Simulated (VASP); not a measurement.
# Cs2SrAl2 in VASP: single point with PBE

Aim: the single point of Cs2SrAl2 with PBE.

All numbers are computed with VASP 6.6.1; they aren't measurements. Logs are shortened: lines on timing, memory, paths and dates and some standing lists are left out, and cuts for length are marked.

## (1) The cell of the first run

The cell holds a disordered packing, 5 atoms: a = 6.362 Å, b = 4.443 Å, c = 5.829 Å, α = 91.87°, β = 74.27°, γ = 95.76°.

## (2) Single point, PBE

Contents of POSCAR:

```
Cs2SrAl2
1.0
    6.1382850000     -1.2462110000      1.1168800000
    0.4506880000      4.4189390000     -0.0869500000
    0.5555620000     -0.1340080000      5.8009340000
Cs Sr Al
2 1 2
Direct
    0.1097450000      0.7644140000      0.8792600000
    0.5948110000      0.3269190000      0.8258260000
    0.5052380000      0.8168510000      0.3157930000
    0.9703170000      0.5523630000      0.3979780000
    0.2266860000      0.2648690000      0.5021480000
```

Contents of INCAR.step1:

```
SYSTEM = Cs2SrAl2
  PREC = Accurate
  ENCUT = 520
  EDIFF = 1E-7
  ISMEAR = -1
  SIGMA = 0.1
  LREAL = .False.
  LASPH = .True.
  NELM = 80
  ALGO = Normal
  ISIF = 2
  LWAVE = .False.
  LCHARG = .True.
  GGA = PE
  NBANDS = 25
```

Contents of KPOINTS.step1:

```
Automatic mesh
0
Gamma
  3 4 3
  0 0 0.5
```

Contents of INCAR.step2:

```
SYSTEM = Cs2SrAl2
  PREC = Accurate
  ENCUT = 520
  EDIFF = 1E-7
  ISMEAR = -5
  SIGMA = 0.1
  LREAL = .False.
  LASPH = .True.
  NELM = 80
  ALGO = Normal
  ISIF = 2
  LWAVE = .False.
  LCHARG = .False.
  GGA = PE
  LORBIT = 10
  NEDOS = 2001
  ICHARG = 11
```

Contents of KPOINTS.step2:

```
regular mesh
0
Gamma
  5 6 5
  0 0 0
```

Potentials or basis: VASP PAW PBE potentials, release 64 (Cs_sv, Sr_sv, Al).

The run is started by

```
$ cat potpaw_PBE.64/Cs_sv/POTCAR potpaw_PBE.64/Sr_sv/POTCAR potpaw_PBE.64/Al/POTCAR > POTCAR
$ cp INCAR.step1 INCAR
$ cp KPOINTS.step1 KPOINTS
$ mpirun -np 1 vasp_std > vasp.out
$ cp INCAR.step2 INCAR
$ cp KPOINTS.step2 KPOINTS
$ mpirun -np 1 vasp_std > vasp.out
```

OUTCAR:

```text
SYSTEM = Cs2SrAl2
   PREC = Accurate
   ENCUT = 520
   EDIFF = 1E-7
   ISMEAR = -5
   LREAL = .False.
   LASPH = .True.
   NELM = 80
   ISIF = 2
   GGA = PE
   LORBIT = 10
   ICHARG = 11

 ion  position               nearest neighbor table
   1  0.110  0.764  0.879-   4 3.06   5 3.07   5 3.07   4 3.25   3 3.55   3 4.02   3 4.02
   2  0.595  0.327  0.826-   4 3.06   3 3.49   3 3.59   3 3.81   3 3.94
   3  0.505  0.817  0.316-   5 2.79   5 2.93   4 3.40   4 3.45   2 3.49   1 3.55   2 3.59   2 3.81
                             2 3.94   1 4.02   1 4.02
   4  0.970  0.552  0.398-   5 2.38   1 3.06   2 3.06   1 3.25   3 3.40   3 3.45
   5  0.227  0.265  0.502-   4 2.38   3 2.79   3 2.93   1 3.07   1 3.07

  LATTYP: Found a triclinic cell.
 ALAT       =     7.2126822951
 B/A-ratio  =     1.2249842076
 C/A-ratio  =     2.3568918431
 COS(alpha) =     0.0000828555
 COS(beta)  =     0.6961093871
 COS(gamma) =     0.7030641050

  Lattice vectors:

 A1 = (  -1.0062500000,  -4.2849310000,  -5.7139840000)
 A2 = (   5.1320350000,  -5.5311420000,  -4.5971040000)
 A3 = ( -13.7335080000,  -6.2114480000,  -7.8607940000)

Analysis of symmetry for initial positions (statically):
=====================================================================
 Subroutine PRICEL returns:
 Original cell was already a primitive cell.

 Routine SETGRP: Setting up the symmetry group for a
 triclinic supercell.

 Subroutine GETGRP returns: Found  1 space group operations
 (whereof  1 operations were pure point group operations)
 out of a pool of  2 trial point group operations.

The static configuration has the point symmetry C_1 .

Analysis of symmetry for dynamics (positions and initial velocities):
=====================================================================
 Subroutine PRICEL returns:
 Original cell was already a primitive cell.

 Routine SETGRP: Setting up the symmetry group for a
 triclinic supercell.

 Subroutine GETGRP returns: Found  1 space group operations
 (whereof  1 operations were pure point group operations)
 out of a pool of  2 trial point group operations.

The dynamic configuration has the point symmetry C_1 .

 Subroutine INISYM returns: Found  1 space group operations
 (whereof  1 operations are pure point group operations),
 and found     1 'primitive' translations

----------------------------------------------------------------------------------------

                                     Primitive cell

  volume of cell :     157.7860

  direct lattice vectors                    reciprocal lattice vectors
     6.138285000 -1.246211000  1.116880000     0.162386502 -0.016875496 -0.015941781
     0.450688000  4.418939000 -0.086950000     0.044867831  0.221738832  0.000825370
     0.555562000 -0.134008000  5.800934000    -0.030592484  0.006572751  0.175467748

  length of vectors
     6.362311336  4.442713345  5.829017289     0.164037492  0.226234200  0.178235887

  position of ions in fractional coordinates (direct lattice)
     0.109745000  0.764414000  0.879260000
     0.594811000  0.326919000  0.825826000
     0.505238000  0.816851000  0.315793000
     0.970317000  0.552363000  0.397978000
     0.226686000  0.264869000  0.502148000

  ion indices of the primitive-cell ions
   primitive index   ion index
                 1           1
                 2           2
                 3           3
                 4           4
                 5           5

----------------------------------------------------------------------------------------

 KPOINTS: regular mesh

Automatic generation of k-mesh.
 Grid dimensions read from file:
 generate k-points for:    5    6    5

 Generating k-lattice:

  Cartesian coordinates                     Fractional coordinates (reciprocal lattice)
     0.032477300 -0.003375099 -0.003188356     0.200000000 -0.000000000 -0.000000000
     0.007477972  0.036956472  0.000137562     0.000000000  0.166666667  0.000000000
    -0.006118497  0.001314550  0.035093550     0.000000000  0.000000000  0.200000000

  Length of vectors
     0.032807498  0.037705700  0.035647177

  Shift w.r.t. Gamma in fractional coordinates (k-lattice)
     0.000000000  0.000000000  0.000000000

 TETIRR: Found    448 inequivalent tetrahedra from      900

 Subroutine IBZKPT returns following result:
 ===========================================

 Found     76 irreducible k-points:

 Following reciprocal coordinates:
            Coordinates               Weight
  0.000000  0.000000  0.000000      1.000000
  0.200000  0.000000 -0.000000      2.000000
  0.400000  0.000000 -0.000000      2.000000
 -0.000000  0.166667 -0.000000      2.000000
  0.200000  0.166667 -0.000000      2.000000
  0.400000  0.166667 -0.000000      2.000000
[... 16 lines left out ...]
  0.200000  0.166667  0.200000      2.000000
  0.400000  0.166667  0.200000      2.000000
 [... further k-points ...]
   k-points           NKPTS =     76   k-points in BZ     NKDIM =     76   number of bands    NBANDS=     21
   number of dos      NEDOS =   2001   number of ions     NIONS =      5
   total plane-waves  NPLWV =  82944
   dimension x,y,z NGX =    48 NGY =   36 NGZ =   48
   dimension x,y,z NGXF=    96 NGYF=   72 NGZF=   96
   ions per type =               2   1   2
   NGX,Y,Z   is equivalent  to a cutoff of  12.54, 13.47, 13.69 a.u.
   NGXF,Y,Z  is equivalent  to a cutoff of  25.08, 26.94, 27.38 a.u.
 SYSTEM =  Cs2SrAl2
   PREC   = accura    normal or accurate (medium, high low for compatibility)
   ISTART =      0    job   : 0-new  1-cont  2-samecut
   ICHARG =     11    charge: 1-file 2-atom 10-const
   ISPIN  =      1    spin polarized calculation?
   LNONCOLLINEAR =      F non collinear calculations
   LSORBIT =      F    spin-orbit coupling
   LASPH  =      T    aspherical Exc in radial PAW
   ENCUT  =  520.0 eV  38.22 Ry    6.18 a.u.  11.83  8.26 10.84*2*pi/ulx,y,z
   NELM   =     80;   NELMIN=  2; NELMDL=  0     # of ELM steps
   EDIFF  = 0.1E-06   stopping-criterion for ELM
   LREAL  =      F    real-space projection
   EDIFFG = 0.1E-05   stopping-criterion for IOM
   NSW    =      0    number of steps for IOM
   IBRION =     -1    ionic relax: 0-MD 1-quasi-New 2-CG
   NFREE  =      0    steps in history (QN), initial steepest desc. (CG)
   ISIF   =      2    stress and relaxation
   ISYM   =      2    0-nonsym 1-usesym 2-fastsym
   POTIM  = 0.5000    time-step for ionic-motion
   TEBEG  =    0.0;   TEEND  =   0.0 temperature during run
   PSTRESS=    0.0 pullay stress
   NELECT =      34.0000    total number of electrons
   NUPDOWN=      -1.0000    fix difference up-down
   EMIN   =  10.00;   EMAX   =-10.00  energy-range for DOS
   EFERMI =   0.00;   METHOD = LEGACY
   ISMEAR =    -5;   SIGMA  =   0.10  broadening in eV -4-tet -1-fermi 0-gaus
   EFERMI_NEDOS =   21; number of points for ismear=-14 and -15
   IALGO  =     38    algorithm
   IMIX   =      4    mixing-type and parameters
     AMIX     =   0.40;   BMIX     =  1.00
     AMIX_MAG =   1.60;   BMIX_MAG =  1.00
  volume/ion in A,a.u.               =      31.56       212.96
  Fermi-wavevector in a.u.,A,eV,Ry     =   0.981473  1.854715 13.106342  0.963289
  Thomas-Fermi vector in A             =   2.112482
   LORBIT       =     10    0 simple, 1 ext, 2 COOP (PROOUT), +10 PAW based schemes
   GGA     = PE    functional components
   LHFCALC =     F    Hartree Fock is set to
   AEXX    =    0.0000 exact exchange contribution
   IVDW    =     0    specifies the selected vdW correction
   LEPSILON=     F    determine dielectric tensor
   LRPA    =     F    only Hartree local field effects (RPA)
 non-spin polarized calculation
 Fermi weights with tetrahedron method with Bloechl corrections
  energy-cutoff  :      520.00
  volume of cell :      157.79
 maximum number of plane-waves:      4270

 number of electron      34.0000000 magnetization

 Free energy of the ion-electron system (eV)
  ---------------------------------------------------
  ext. energy  EPLUGINS =         0.00000000
  ---------------------------------------------------
  free energy    TOTEN  =        -6.16263529 eV

  energy without entropy =       -6.16263529  energy(sigma->0) =       -6.16263529

 E-fermi :   4.1685     XC(G=0):  -8.9140

 val. band max:        4.2261329279   @ k =   0.2000   0.5000   0.4000
 cond. band min:       4.1068398089   @ k =  -0.0000   0.1667  -0.0000
 fundamental gap:     -0.1192931190
 Fermi energy:         4.1684906920

 k-point     1 :       0.0000    0.0000    0.0000
  band No.  band energies     occupation
      1     -31.7980      2.00000
      2     -19.0444      2.00000
      3     -18.5757      2.00000
      4     -14.1157      2.00000
      5     -13.8423      2.00000
      6     -13.8242      2.00000
[... 13 lines left out ...]
     20       5.2811      0.00000
     21       5.8172      0.00000

 k-point     2 :       0.2000    0.0000   -0.0000
  band No.  band energies     occupation
      1     -31.7980      2.00000
      2     -19.0264      2.00000
      3     -18.5978      2.00000
      4     -14.1136      2.00000
      5     -13.8417      2.00000
      6     -13.8239      2.00000
[... 13 lines left out ...]
     20       5.3095      0.00000
     21       5.8491      0.00000

 k-point     3 :       0.4000    0.0000   -0.0000
  band No.  band energies     occupation
      1     -31.7980      2.00000
      2     -18.9926      2.00000
      3     -18.6381      2.00000
      4     -14.1103      2.00000
      5     -13.8407      2.00000
      6     -13.8234      2.00000
[... 13 lines left out ...]
     20       5.2696      0.00000
     21       5.7008      0.00000

 k-point     4 :      -0.0000    0.1667   -0.0000
  band No.  band energies     occupation
      1     -31.7971      2.00000
      2     -19.0237      2.00000
      3     -18.5810      2.00000
      4     -14.1118      2.00000
      5     -13.8567      2.00000
      6     -13.8287      2.00000
[... 13 lines left out ...]
     20       5.0168      0.00000
     21       5.8613      0.00000

 k-point     5 :       0.2000    0.1667   -0.0000
  band No.  band energies     occupation
      1     -31.7971      2.00000
      2     -19.0006      2.00000
      3     -18.6088      2.00000
      4     -14.1097      2.00000
      5     -13.8567      2.00000
      6     -13.8279      2.00000
[... 13 lines left out ...]
     20       5.3055      0.00000
     21       5.7461      0.00000
[... 382 lines left out ...]
     20       5.5517      0.00000
     21       5.8781      0.00000

 k-point    22 :       0.0000    0.1667    0.2000
  band No.  band energies     occupation
      1     -31.7971      2.00000
      2     -19.0262      2.00000
      3     -18.5802      2.00000
      4     -14.1007      2.00000
      5     -13.8563      2.00000
      6     -13.8298      2.00000
[... 13 lines left out ...]
     20       5.3503      0.00000
     21       6.0372      0.00000

 k-point    23 :       0.2000    0.1667    0.2000
  band No.  band energies     occupation
      1     -31.7970      2.00000
      2     -19.0028      2.00000
      3     -18.6071      2.00000
      4     -14.1031      2.00000
      5     -13.8564      2.00000
      6     -13.8312      2.00000
[... 13 lines left out ...]
     20       5.3474      0.00000
     21       5.8271      0.00000

 k-point    24 :       0.4000    0.1667    0.2000
  band No.  band energies     occupation
      1     -31.7970      2.00000
      2     -18.9792      2.00000
      3     -18.6345      2.00000
      4     -14.1012      2.00000
      5     -13.8563      2.00000
      6     -13.8306      2.00000
[... 13 lines left out ...]
     20       5.2482      0.00000
     21       5.7772      0.00000

 [... further k-points ...]

------------------------ aborting loop because EDIFF is reached ----------------------------------------

  FORCE on cell =-STRESS in cart. coord.  units (eV):
  Direction    XX          YY          ZZ          XY          YZ          ZX
  --------------------------------------------------------------------------------------
  -------------------------------------------------------------------------------------
  Total        8.6857161     11.0135268     14.1787771     -1.4164535     -1.3602769     -2.4318068
  in kB       88.1957507    111.8326062    143.9729178    -14.3828305    -13.8124070    -24.6928436
  external PRESSURE =     114.6670916 kB  Pullay stress =       0.0000000 kB

 VOLUME and BASIS-vectors are now :
 -----------------------------------------------------------------------------
  energy-cutoff  :      520.00
  volume of cell :      157.79
      direct lattice vectors                 reciprocal lattice vectors
     6.138285000 -1.246211000  1.116880000     0.162386502 -0.016875496 -0.015941781
     0.450688000  4.418939000 -0.086950000     0.044867831  0.221738832  0.000825370
     0.555562000 -0.134008000  5.800934000    -0.030592484  0.006572751  0.175467748

 POSITION                                       TOTAL-FORCE (eV/Angst)
 -----------------------------------------------------------------------------------
      1.50664      3.12331      5.15664        -0.185198      0.637268      1.452298
      4.25726      0.59271      5.42647         0.076487     -0.485213      0.723372
      3.64488      2.93766      2.32516         1.756514     -0.622109     -0.437934
      6.42613      1.17831      3.34434        -0.576478      0.798377     -0.885500
      1.78981      0.82065      3.14308        -1.071325     -0.328324     -0.852236
 -----------------------------------------------------------------------------------
    total drift:                               -0.005691     -0.003189     -0.005231

  FREE ENERGIE OF THE ION-ELECTRON SYSTEM (eV)
  ---------------------------------------------------
  free  energy   TOTEN  =        -6.1626352937 eV

  energy  without entropy=       -6.1626352937  energy(sigma->0) =       -6.16263529

 total charge

# of ion       s       p       d       tot
------------------------------------------
    1        1.860   4.593   0.186   6.639
    2        1.859   4.603   0.153   6.616
    3        2.060   5.739   0.309   8.108
    4        0.511   0.333   0.000   0.844
    5        0.520   0.389   0.000   0.908
--------------------------------------------------
tot          6.810  15.657   0.649  23.116
```

Wall time 5 min (1 thread of Oxide Virtual Turin-like, shared host); peak memory 0.4 GiB.

What came out:

```
Valence electrons inside the program's atomic spheres : Cs 6.64, 6.62; Sr 8.11; Al 0.84, 0.91
```

Caveat: the k points lie up to 0.37 Å⁻¹ apart; spin-orbit coupling is left out, which moves the levels of the heavy elements.
